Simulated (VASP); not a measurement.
Input of a VASP 6.6.1 run:

INCAR

```
SYSTEM = InP
  PREC = Accurate
  ENCUT = 520
  EDIFF = 1E-7
  ISMEAR = 0
  SIGMA = 0.05
  LREAL = .False.
  LASPH = .True.
  NELM = 80
  ALGO = Normal
  ISIF = 2
  LWAVE = .False.
  LCHARG = .False.
  GGA = PE
  NBANDS = 16
```

File KPOINTS:

```
regular mesh
0
Gamma
  10 10 10
  0 0 0
```

POSCAR

```
InP
1.0
    0.0000000000      3.0247347168      3.0694352298
    3.0247347168      0.0000000000      3.0694352298
    3.0247347168      3.0247347168      0.0000000000
In P
1 1
Direct
    0.0000000000      0.0000000000      0.0000000000
    0.7500000000      0.7500000000      0.7500000000
```

Potentials or basis: VASP PAW PBE potentials, release 64 (In_d, P).

Run with:

```console
$ cat potpaw_PBE.64/In_d/POTCAR potpaw_PBE.64/P/POTCAR > POTCAR
$ mpirun -np 1 vasp_std > vasp.out
```

(1) Predict the band gap on the k mesh.

(2) Estimate the pressure.

Results:

(1) 0.09 eV, direct.

(2) -3.1 GPa.

Caveat: the cell differs from its parent crystal (strain +0.015 along x and y, +0.030 along z); spin-orbit coupling is left out, which moves the levels of the heavy elements.
